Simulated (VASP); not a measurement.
A run of VASP 6.6.1 is set up as follows.

POSCAR

```
AlN
1.0
    0.0000000000      2.1839935596      2.0201940426
    2.1839935596      0.0000000000      2.0201940426
    2.1839935596      2.1839935596      0.0000000000
Al N
1 1
Direct
    0.0000000000      0.0000000000      0.0000000000
    0.7500000000      0.7500000000      0.7500000000
```

INCAR.step1

```
SYSTEM = AlN
PREC = Accurate
ENCUT = 520
ISMEAR = 0
SIGMA = 0.05
LREAL = .FALSE.
LASPH = .TRUE.
NELM = 60
NBANDS = 11
GGA = PE
ALGO = Normal
EDIFF = 1E-4
LWAVE = .TRUE.
LCHARG = .FALSE.
```

INCAR.step2

```
SYSTEM = AlN
PREC = Accurate
ENCUT = 520
EDIFF = 1E-6
ISMEAR = 0
SIGMA = 0.05
LREAL = .FALSE.
LASPH = .TRUE.
NELM = 60
ALGO = Normal
ISIF = 2
LWAVE = .FALSE.
LCHARG = .FALSE.
METAGGA = R2SCAN
LMIXTAU = .TRUE.
NBANDS = 11
ISTART = 1
```

KPOINTS

```
regular mesh
0
G
  10 10 10
  0 0 0
```

Potentials or basis: VASP PAW PBE potentials, release 64 (Al, N).

The run is started by

```sh
$ cat potpaw_PBE.64/Al/POTCAR potpaw_PBE.64/N/POTCAR > POTCAR
$ cp INCAR.step1 INCAR
$ mpirun -np 1 vasp_std > vasp.out
$ cp INCAR.step2 INCAR
$ mpirun -np 1 vasp_std > vasp.out
```

**Question.** Predict the pressure.

**Answer.** 18.4 GPa.

**Question.** Estimate the band gap on the k mesh.

**Answer.** 3.59 eV, indirect (least direct gap 5.42 eV).

Stress tensor (GPa, compression positive):
```
15.83  0.00  0.00
 0.00 15.83  0.00
 0.00  0.00 23.60
```

Caveat: the cell differs from its parent crystal (strain -0.0750 x Voigt [0, 0, 1, 0, 0, 0]); the PAW data sets were made with another functional, which shifts forces and pressure a little. A k mesh can miss the band edges.
